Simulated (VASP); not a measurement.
# MnO (Fm-3m) in VASP: further runs

MnO is run at these levels: LDA; tasks: single point.

Program: VASP 6.6.1. These are calculated values, not measurements. Logs are shortened: lines on timing, memory, paths and dates and some standing lists are left out, and cuts for length are marked.

## Step 1: The cell of the first run

Symmetry: Fm-3m, No. 225, cubic system. The conventional cell has a = 4.448 Å, b = 4.448 Å, c = 4.448 Å, α = 90.00°, β = 90.00°, γ = 90.00°. Mn (site symmetry m-3m) has 6 O at 2.22 Å within 2.9 Å. Within 2.9 Å of O (site symmetry m-3m) lie 6 Mn at 2.22 Å.

## Step 2: Single point, LDA, collinear spin, ferromagnetic start

The input, INCAR:

```
  ALGO = Normal
  EDIFF = 1E-6
  ENCUT = 520
  ISIF = 2
  ISMEAR = -1
  ISPIN = 2
  LASPH = True
  LCHARG = False
  LMAXMIX = 4
  LORBIT = 11
  LREAL = False
  LWAVE = False
  MAGMOM = 4 0
  NBANDS = 20
  NELM = 150
  PREC = Accurate
  SIGMA = 0.05
```

The input, KPOINTS:

```
k-points
0
Gamma
  10 10 10
```

The input, POSCAR:

```
MnO
1.0
    0.0000000000      2.2239077028      2.2239077028
    2.2239077028      0.0000000000      2.2239077028
    2.2239077028      2.2239077028      0.0000000000
Mn O
1 1
Direct
    0.0000000000      0.0000000000      0.0000000000
    0.5000000000      0.5000000000      0.5000000000
```

Potentials or basis: VASP PAW LDA potentials, release 64 (Mn_pv, O).

Launch:

```
cat potpaw_LDA.64/Mn_pv/POTCAR potpaw_LDA.64/O/POTCAR > POTCAR
mpirun -np 1 vasp_std > vasp.out
```

OUTCAR:

```text
EDIFF = 1E-6
   ENCUT = 520
   ISIF = 2
   ISMEAR = -1
   ISPIN = 2
   LASPH = True
   LORBIT = 11
   LREAL = False
   NELM = 150
   PREC = Accurate

 ion  position               nearest neighbor table
   1  0.000  0.000  0.000-   2 2.22   2 2.22   2 2.22   2 2.22   2 2.22   2 2.22
   2  0.500  0.500  0.500-   1 2.22   1 2.22   1 2.22   1 2.22   1 2.22   1 2.22

  LATTYP: Found a face centered cubic cell.
 ALAT       =     4.4478154056

  Lattice vectors:

 A1 = (   0.0000000000,   2.2239077028,   2.2239077028)
 A2 = (   2.2239077028,   0.0000000000,   2.2239077028)
 A3 = (   2.2239077028,   2.2239077028,   0.0000000000)

Analysis of symmetry for initial positions (statically):
=====================================================================
 Subroutine PRICEL returns:
 Original cell was already a primitive cell.

 Routine SETGRP: Setting up the symmetry group for a
 face centered cubic supercell.

 Subroutine GETGRP returns: Found 48 space group operations
 (whereof 48 operations were pure point group operations)
 out of a pool of 48 trial point group operations.

The static configuration has the point symmetry O_h .

Analysis of symmetry for dynamics (positions and initial velocities):
=====================================================================
 Subroutine PRICEL returns:
 Original cell was already a primitive cell.

 Routine SETGRP: Setting up the symmetry group for a
 face centered cubic supercell.

 Subroutine GETGRP returns: Found 48 space group operations
 (whereof 48 operations were pure point group operations)
 out of a pool of 48 trial point group operations.

The dynamic configuration has the point symmetry O_h .

Analysis of structural, dynamic, and magnetic symmetry:
=====================================================================
 Subroutine PRICEL returns:
 Original cell was already a primitive cell.

 Routine SETGRP: Setting up the symmetry group for a
 face centered cubic supercell.

 Subroutine GETGRP returns: Found 48 space group operations
 (whereof 48 operations were pure point group operations)
 out of a pool of 48 trial point group operations.

The overall configuration has the point symmetry O_h .

 Subroutine INISYM returns: Found 48 space group operations
 (whereof 48 operations are pure point group operations),
 and found     1 'primitive' translations

----------------------------------------------------------------------------------------

                                     Primitive cell

[... 111 lines left out ...]
  volume/ion in A,a.u.               =      11.00        74.22
  Fermi-wavevector in a.u.,A,eV,Ry     =   1.559071  2.946217 33.071721  2.430703
  Thomas-Fermi vector in A             =   2.662483
   LORBIT       =     11    0 simple, 1 ext, 2 COOP (PROOUT), +10 PAW based schemes
   GGA     = CA    functional components
   LHFCALC =     F    Hartree Fock is set to
   AEXX    =    0.0000 exact exchange contribution
   IVDW    =     0    specifies the selected vdW correction
   LEPSILON=     F    determine dielectric tensor
   LRPA    =     F    only Hartree local field effects (RPA)
 spin polarized calculation
  energy-cutoff  :      520.00
  volume of cell :       22.00
 maximum number of plane-waves:       609
   NGX = 11   NGY = 11   NGZ = 11

 number of electron      18.9999991 magnetization       4.5233995

 Free energy of the ion-electron system (eV)
  ---------------------------------------------------
  ext. energy  EPLUGINS =         0.00000000
  ---------------------------------------------------
  free energy    TOTEN  =       -17.58700077 eV

  energy without entropy =      -17.57593883  energy(sigma->0) =      -17.58146980

 E-fermi :   7.1762     XC(G=0): -12.3830

 val. band max:        7.1200982539   @ k =  -0.4000   0.4000   0.1000
 cond. band min:       7.1958707042   @ k =  -0.2000   0.3000   0.1000
 fundamental gap:      0.0757724503
 Fermi energy:         7.1762152699

 spin component 1

 k-point     1 :       0.0000    0.0000    0.0000
  band No.  band energies     occupation
      1     -42.5456      1.00000
      2     -42.5456      1.00000
      3     -42.5456      1.00000
      4     -12.8488      1.00000
      5       3.3519      1.00000
      6       3.3519      1.00000
[... 541 lines left out ...]
     19      31.7558      0.00000
     20      33.5610      0.00000

 [... further k-points ...]

 spin component 2

 k-point     1 :       0.0000    0.0000    0.0000
  band No.  band energies     occupation
      1     -38.4637      1.00000
      2     -38.4637      1.00000
      3     -38.4637      1.00000
      4     -12.4111      1.00000
      5       3.7654      1.00000
      6       3.7654      1.00000
[... 541 lines left out ...]
     19      32.8005      0.00000
     20      34.4683      0.00000

 [... further k-points ...]

------------------------ aborting loop because EDIFF is reached ----------------------------------------

  FORCE on cell =-STRESS in cart. coord.  units (eV):
  Direction    XX          YY          ZZ          XY          YZ          ZX
  --------------------------------------------------------------------------------------
  -------------------------------------------------------------------------------------
  Total       -2.4380322     -2.4380322     -2.4380322     -0.0000000      0.0000000      0.0000000
  in kB     -177.5700590   -177.5700590   -177.5700590     -0.0000000      0.0000000      0.0000000
  external PRESSURE =    -177.5700590 kB  Pullay stress =       0.0000000 kB

 VOLUME and BASIS-vectors are now :
 -----------------------------------------------------------------------------
  energy-cutoff  :      520.00
  volume of cell :       22.00
      direct lattice vectors                 reciprocal lattice vectors
     0.000000000  2.223907703  2.223907703    -0.224829474  0.224829474  0.224829474
     2.223907703  0.000000000  2.223907703     0.224829474 -0.224829474  0.224829474
     2.223907703  2.223907703  0.000000000     0.224829474  0.224829474 -0.224829474

 POSITION                                       TOTAL-FORCE (eV/Angst)
 -----------------------------------------------------------------------------------
      0.00000      0.00000      0.00000        -0.000000     -0.000000     -0.000000
      2.22391      2.22391      2.22391         0.000000      0.000000      0.000000
 -----------------------------------------------------------------------------------
    total drift:                                0.000000     -0.000000     -0.000000

  FREE ENERGIE OF THE ION-ELECTRON SYSTEM (eV)
  ---------------------------------------------------
  free  energy   TOTEN  =       -17.5870007702 eV

  energy  without entropy=      -17.5759388295  energy(sigma->0) =      -17.58146980

 total charge

# of ion       s       p       d       tot
------------------------------------------
    1        0.206   6.176   4.995  11.377
    2        1.550   3.374   0.000   4.924
--------------------------------------------------
tot          1.756   9.550   4.995  16.301

 magnetization (x)

# of ion       s       p       d       tot
------------------------------------------
    1        0.029   0.020   4.064   4.113
    2        0.029   0.153   0.000   0.182
--------------------------------------------------
tot          0.057   0.173   4.064   4.294
```

It took 89 s on 1 thread of Intel Xeon 6975P-C, shared host; peak memory 0.12 GiB.

What came out:

```yaml
Free_energy: -17.5870 eV
Pressure: -17.8 GPa
Net_moment: 4.52 μB per cell
Site_moments: Mn +4.11; O +0.18 μB
Valence_electrons_inside_the_program's_atomic_spheres: Mn 11.38; O 4.92
```

Caveat: a cell with one magnetic atom can't hold antiferromagnetic order, which such compounds often take; semilocal functionals often make such compounds metallic where correlation or magnetic order opens a gap, which also shifts bond lengths.

## Step 3: Single point, LDA, collinear spin, ferromagnetic start (volume scaled by 1.02)

The input, INCAR:

```
SYSTEM = MnO
PREC = Accurate
ENCUT = 520
EDIFF = 1E-7
ISMEAR = -1
SIGMA = 0.05
LREAL = .FALSE.
LASPH = .TRUE.
NELM = 150
ALGO = Normal
ISIF = 2
LWAVE = .FALSE.
LCHARG = .FALSE.
ISPIN = 2
MAGMOM = 4 0
LORBIT = 11
LMAXMIX = 4
GGA = CA
NBANDS = 20
```

The input, KPOINTS:

```
Automatic mesh
0
G
  10 10 10
  0 0 0
```

The input, POSCAR:

```
MnO
1.0
    0.0000000000      2.2386359976      2.2386359976
    2.2386359976      0.0000000000      2.2386359976
    2.2386359976      2.2386359976      0.0000000000
Mn O
1 1
Direct
    0.0000000000      0.0000000000      0.0000000000
    0.5000000000      0.5000000000      0.5000000000
```

Potentials or basis: VASP PAW LDA potentials, release 64 (Mn_pv, O).

Launch:

```
cat potpaw_LDA.64/Mn_pv/POTCAR potpaw_LDA.64/O/POTCAR > POTCAR
mpirun -np 1 vasp_std > vasp.out
```

OUTCAR:

```text
SYSTEM = MnO
   PREC = Accurate
   ENCUT = 520
   EDIFF = 1E-7
   ISMEAR = -1
   LREAL = .FALSE.
   LASPH = .TRUE.
   NELM = 150
   ISIF = 2
   ISPIN = 2
   LORBIT = 11
   GGA = CA

 ion  position               nearest neighbor table
   1  0.000  0.000  0.000-   2 2.24   2 2.24   2 2.24   2 2.24   2 2.24   2 2.24
   2  0.500  0.500  0.500-   1 2.24   1 2.24   1 2.24   1 2.24   1 2.24   1 2.24

  LATTYP: Found a face centered cubic cell.
 ALAT       =     4.4772719952

  Lattice vectors:

 A1 = (   0.0000000000,   2.2386359976,   2.2386359976)
 A2 = (   2.2386359976,   0.0000000000,   2.2386359976)
 A3 = (   2.2386359976,   2.2386359976,   0.0000000000)

Analysis of symmetry for initial positions (statically):
=====================================================================
 Subroutine PRICEL returns:
 Original cell was already a primitive cell.

 Routine SETGRP: Setting up the symmetry group for a
 face centered cubic supercell.

 Subroutine GETGRP returns: Found 48 space group operations
 (whereof 48 operations were pure point group operations)
 out of a pool of 48 trial point group operations.

The static configuration has the point symmetry O_h .

Analysis of symmetry for dynamics (positions and initial velocities):
=====================================================================
 Subroutine PRICEL returns:
 Original cell was already a primitive cell.

 Routine SETGRP: Setting up the symmetry group for a
 face centered cubic supercell.

 Subroutine GETGRP returns: Found 48 space group operations
 (whereof 48 operations were pure point group operations)
 out of a pool of 48 trial point group operations.

The dynamic configuration has the point symmetry O_h .

Analysis of structural, dynamic, and magnetic symmetry:
=====================================================================
 Subroutine PRICEL returns:
 Original cell was already a primitive cell.

 Routine SETGRP: Setting up the symmetry group for a
 face centered cubic supercell.

 Subroutine GETGRP returns: Found 48 space group operations
 (whereof 48 operations were pure point group operations)
 out of a pool of 48 trial point group operations.

The overall configuration has the point symmetry O_h .

 Subroutine INISYM returns: Found 48 space group operations
 (whereof 48 operations are pure point group operations),
 and found     1 'primitive' translations

----------------------------------------------------------------------------------------

                                     Primitive cell

  volume of cell :      22.4378

  direct lattice vectors                    reciprocal lattice vectors
     0.000000000  2.238635998  2.238635998    -0.223350290  0.223350290  0.223350290
     2.238635998  0.000000000  2.238635998     0.223350290 -0.223350290  0.223350290
     2.238635998  2.238635998  0.000000000     0.223350290  0.223350290 -0.223350290

  length of vectors
     3.165909389  3.165909389  3.165909389     0.386854051  0.386854051  0.386854051

  position of ions in fractional coordinates (direct lattice)
     0.000000000  0.000000000  0.000000000
     0.500000000  0.500000000  0.500000000

  ion indices of the primitive-cell ions
   primitive index   ion index
                 1           1
[... 64 lines left out ...]
   PREC   = accura    normal or accurate (medium, high low for compatibility)
   ISTART =      0    job   : 0-new  1-cont  2-samecut
   ICHARG =      2    charge: 1-file 2-atom 10-const
   ISPIN  =      2    spin polarized calculation?
   LNONCOLLINEAR =      F non collinear calculations
   LSORBIT =      F    spin-orbit coupling
   LASPH  =      T    aspherical Exc in radial PAW
   ENCUT  =  520.0 eV  38.22 Ry    6.18 a.u.   5.89  5.89  5.89*2*pi/ulx,y,z
   NELM   =    150;   NELMIN=  2; NELMDL= -5     # of ELM steps
   EDIFF  = 0.1E-06   stopping-criterion for ELM
   LREAL  =      F    real-space projection
   EDIFFG = 0.1E-05   stopping-criterion for IOM
   NSW    =      0    number of steps for IOM
   IBRION =     -1    ionic relax: 0-MD 1-quasi-New 2-CG
   NFREE  =      0    steps in history (QN), initial steepest desc. (CG)
   ISIF   =      2    stress and relaxation
   ISYM   =      2    0-nonsym 1-usesym 2-fastsym
   POTIM  = 0.5000    time-step for ionic-motion
   TEBEG  =    0.0;   TEEND  =   0.0 temperature during run
   PSTRESS=    0.0 pullay stress
   NELECT =      19.0000    total number of electrons
   NUPDOWN=      -1.0000    fix difference up-down
   EMIN   =  10.00;   EMAX   =-10.00  energy-range for DOS
   EFERMI =   0.00;   METHOD = LEGACY
   ISMEAR =    -1;   SIGMA  =   0.05  broadening in eV -4-tet -1-fermi 0-gaus
   EFERMI_NEDOS =   21; number of points for ismear=-14 and -15
   IALGO  =     38    algorithm
   IMIX   =      4    mixing-type and parameters
     AMIX     =   0.40;   BMIX     =  1.00
     AMIX_MAG =   1.60;   BMIX_MAG =  1.00
  volume/ion in A,a.u.               =      11.22        75.71
  Fermi-wavevector in a.u.,A,eV,Ry     =   1.548814  2.926834 32.637986  2.398824
  Thomas-Fermi vector in A             =   2.653710
   LORBIT       =     11    0 simple, 1 ext, 2 COOP (PROOUT), +10 PAW based schemes
   GGA     = CA    functional components
   LHFCALC =     F    Hartree Fock is set to
   AEXX    =    0.0000 exact exchange contribution
   IVDW    =     0    specifies the selected vdW correction
   LEPSILON=     F    determine dielectric tensor
   LRPA    =     F    only Hartree local field effects (RPA)
 spin polarized calculation
  energy-cutoff  :      520.00
  volume of cell :       22.44
 maximum number of plane-waves:       620
   NGX = 11   NGY = 11   NGZ = 11

 number of electron      18.9999989 magnetization       4.5934904

 Free energy of the ion-electron system (eV)
  ---------------------------------------------------
  ext. energy  EPLUGINS =         0.00000000
  ---------------------------------------------------
  free energy    TOTEN  =       -17.53727619 eV

  energy without entropy =      -17.52617625  energy(sigma->0) =      -17.53172622

 E-fermi :   6.9181     XC(G=0): -12.2698

 val. band max:        6.9174253882   @ k =   0.5000   0.2000   0.1000
 cond. band min:       6.9440515437   @ k =  -0.3000   0.3000   0.0000
 fundamental gap:      0.0266261554
 Fermi energy:         6.9181382171

 spin component 1

 k-point     1 :       0.0000    0.0000    0.0000
  band No.  band energies     occupation
      1     -42.8018      1.00000
      2     -42.8018      1.00000
      3     -42.8018      1.00000
      4     -12.9197      1.00000
      5       3.2040      1.00000
      6       3.2040      1.00000
[... 541 lines left out ...]
     19      31.1614      0.00000
     20      33.0433      0.00000

 [... further k-points ...]

 spin component 2

 k-point     1 :       0.0000    0.0000    0.0000
  band No.  band energies     occupation
      1     -38.6666      1.00000
      2     -38.6666      1.00000
      3     -38.6666      1.00000
      4     -12.4748      1.00000
      5       3.6264      1.00000
      6       3.6264      1.00000
[... 541 lines left out ...]
     19      32.2215      0.00000
     20      33.9622      0.00000

 [... further k-points ...]

------------------------ aborting loop because EDIFF is reached ----------------------------------------

  FORCE on cell =-STRESS in cart. coord.  units (eV):
  Direction    XX          YY          ZZ          XY          YZ          ZX
  --------------------------------------------------------------------------------------
  -------------------------------------------------------------------------------------
  Total       -2.6391811     -2.6391811     -2.6391811      0.0000000      0.0000000     -0.0000000
  in kB     -188.4513844   -188.4513844   -188.4513844      0.0000000      0.0000000     -0.0000000
  external PRESSURE =    -188.4513844 kB  Pullay stress =       0.0000000 kB

 VOLUME and BASIS-vectors are now :
 -----------------------------------------------------------------------------
  energy-cutoff  :      520.00
  volume of cell :       22.44
      direct lattice vectors                 reciprocal lattice vectors
     0.000000000  2.238635998  2.238635998    -0.223350290  0.223350290  0.223350290
     2.238635998  0.000000000  2.238635998     0.223350290 -0.223350290  0.223350290
     2.238635998  2.238635998  0.000000000     0.223350290  0.223350290 -0.223350290

 POSITION                                       TOTAL-FORCE (eV/Angst)
 -----------------------------------------------------------------------------------
      0.00000      0.00000      0.00000        -0.000000     -0.000000      0.000000
      2.23864      2.23864      2.23864         0.000000      0.000000     -0.000000
 -----------------------------------------------------------------------------------
    total drift:                                0.000000     -0.000000     -0.000000

  FREE ENERGIE OF THE ION-ELECTRON SYSTEM (eV)
  ---------------------------------------------------
  free  energy   TOTEN  =       -17.5372761873 eV

  energy  without entropy=      -17.5261762499  energy(sigma->0) =      -17.53172622

 total charge

# of ion       s       p       d       tot
------------------------------------------
    1        0.203   6.170   4.984  11.356
    2        1.550   3.368   0.000   4.918
--------------------------------------------------
tot          1.753   9.538   4.984  16.274

 magnetization (x)

# of ion       s       p       d       tot
------------------------------------------
    1        0.029   0.020   4.118   4.167
    2        0.028   0.160   0.000   0.188
--------------------------------------------------
tot          0.057   0.179   4.118   4.354
```

stdout:

```text
POSCAR found type information on POSCAR MnO
 POSCAR found :  2 types and       2 ions
 scaLAPACK will be used
 LDA part: xc-table for (Slater(with rela. corr.)+CA(PZ))
 , standard interpolation
 POSCAR, INCAR and KPOINTS ok, starting setup
 FFT: planning ... GRIDC
 FFT: planning ... GRID_SOFT
 FFT: planning ... GRID
 WAVECAR not read
 entering main loop
```

Wall time 91 s (1 thread of Intel Xeon 6975P-C, shared host); peak memory 0.12 GiB.

Results:

```
Free energy                                           : -17.5373 eV
Pressure                                              : -18.8 GPa
Net moment                                            : 4.59 μB per cell
Site moments                                          : Mn +4.17; O +0.19 μB
Valence electrons inside the program's atomic spheres : Mn 11.36; O 4.92
```

Levels at points of the mesh, in eV from the Fermi level:
Spin up:
```
           k point  band 8  band 9  band 10  band 11  band 12  band 13  band 14  band 15  band 16  band 17
(0.00, 0.00, 0.00)   -2.95   -2.95    -2.95    -2.47    -2.47    -0.45    13.96    16.14    16.14    16.14
(0.50, 0.00, 0.00)   -2.07   -2.07    -1.68     0.30     0.30     3.49     7.56    11.68    11.68    18.26
(0.50, 0.50, 0.00)   -3.94   -2.05    -1.80    -1.80    -1.71     4.91     7.69    10.37    13.38    13.38
```
Spin down:
| k point | band 5 | band 6 | band 7 | band 8 | band 9 | band 10 |
| --- | --- | --- | --- | --- | --- | --- |
| (0.00, 0.00, 0.00) | -3.29 | -3.29 | -3.29 | 0.42 | 0.42 | 0.42 |
| (0.50, 0.00, 0.00) | -7.29 | -4.79 | -4.79 | 1.59 | 1.60 | 1.60 |
| (0.50, 0.50, 0.00) | -6.30 | -4.25 | -4.25 | -1.07 | 1.62 | 1.82 |

Caveat: a cell with one magnetic atom can't hold antiferromagnetic order, which such compounds often take; semilocal functionals often make such compounds metallic where correlation or magnetic order opens a gap, which also shifts bond lengths.
